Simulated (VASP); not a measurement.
Here is a VASP 6.6.1 calculation.

POSCAR

```
Ni
1.0
    0.0000000000      1.7490803739      1.7490803739
    1.7490803739      0.0000000000      1.7490803739
    1.7490803739      1.7490803739      0.0000000000
Ni
1
Direct
    0.0000000000      0.0000000000      0.0000000000
```

INCAR.step1

```
SYSTEM = Ni
PREC = Accurate
ENCUT = 760
ISMEAR = -1
SIGMA = 0.05
LREAL = .FALSE.
LASPH = .TRUE.
NELM = 200
ISPIN = 2
MAGMOM = 1
LMAXMIX = 4
NBANDS = 19
GGA = PE
ALGO = Normal
EDIFF = 1E-5
LWAVE = .TRUE.
LCHARG = .FALSE.
GGA_COMPAT = .FALSE.
```

File INCAR.step2:

```
SYSTEM = Ni
PREC = Accurate
ENCUT = 760
EDIFF = 1E-6
ISMEAR = -1
SIGMA = 0.05
LREAL = .FALSE.
LASPH = .TRUE.
NELM = 200
ALGO = Normal
ISIF = 2
LWAVE = .FALSE.
LCHARG = .FALSE.
ISPIN = 2
MAGMOM = 1
LORBIT = 11
LMAXMIX = 4
METAGGA = R2SCAN
LMIXTAU = .TRUE.
NBANDS = 19
ISTART = 1
GGA_COMPAT = .FALSE.
```

Contents of KPOINTS:

```
regular mesh
0
G
  13 13 13
  0 0 0
```

Potentials or basis: VASP PAW PBE potentials, release 64 (Ni_sv_GW).

Command:

```console
$ cat potpaw_PBE.64/Ni_sv_GW/POTCAR > POTCAR
$ cp INCAR.step1 INCAR
$ mpirun -np 1 vasp_std > vasp.out
$ cp INCAR.step2 INCAR
$ mpirun -np 1 vasp_std > vasp.out
```

Estimate the net moment.

0.74 μB per cell.

Predict the site moments.

Ni +0.81 μB.

Caveat: the cell stands under tension.
